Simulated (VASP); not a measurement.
Hf:

```
Hf
1.0
     4.69470    0.00000    0.00000
     0.00000    4.69470    0.00000
     0.00000    0.00000    4.69470
Hf
4
Direct
  0.03000 0.03000 0.03000
  0.47000 0.97000 0.53000
  0.53000 0.47000 0.97000
  0.97000 0.53000 0.47000
```

| Property | Result |
| --- | --- |
| Program | VASP 6.6.1 |
| Task | relaxation of cell and atoms |
| Functional | PBE |
| Potentials or basis | VASP PAW PBE potentials, release 64 (Hf_pv) |
| Cutoff | 600 eV |
| k mesh | 4 × 4 × 4 |
| Occupations | gaussian, width 0.1 eV |
| Spin | no spin polarisation |

At the start: pressure -9.6 GPa; volume 25.87 Å³/atom.

Q: How do energy, volume and symmetry change on relaxing?

A: Over 8 steps the energy falls by 294.1 meV/atom and the volume is 22.52 Å³/atom (-13.0 %); space group Fm-3m (No. 225, to 0.05 Å).

Step by step:
```tsv
step	energy change (eV)	largest force (eV/Å)	pressure (GPa)	volume (Å³)
1	0.0000	1.2354	-9.62	103.47
2	-0.3674	1.5485	12.77	81.91
3	-0.5746	1.4706	2.51	89.26
4	-0.9551	0.9544	2.39	88.48
5	-1.1473	0.0799	3.26	87.25
6	-1.1517	0.0346	3.06	87.40
7	-1.1300	0.0085	-3.89	93.80
8	-1.1765	0.0209	-0.03	90.07
```

Final structure:
```
CELL_PARAMETERS angstrom
4.48250 0.00000 0.00000
0.00000 4.48250 0.00000
0.00000 0.00000 4.48250
ATOMIC_POSITIONS crystal
Hf 0.00043 0.00043 0.00043
Hf 0.49957 0.99957 0.50043
Hf 0.50043 0.49957 0.99957
Hf 0.99957 0.50043 0.49957
```
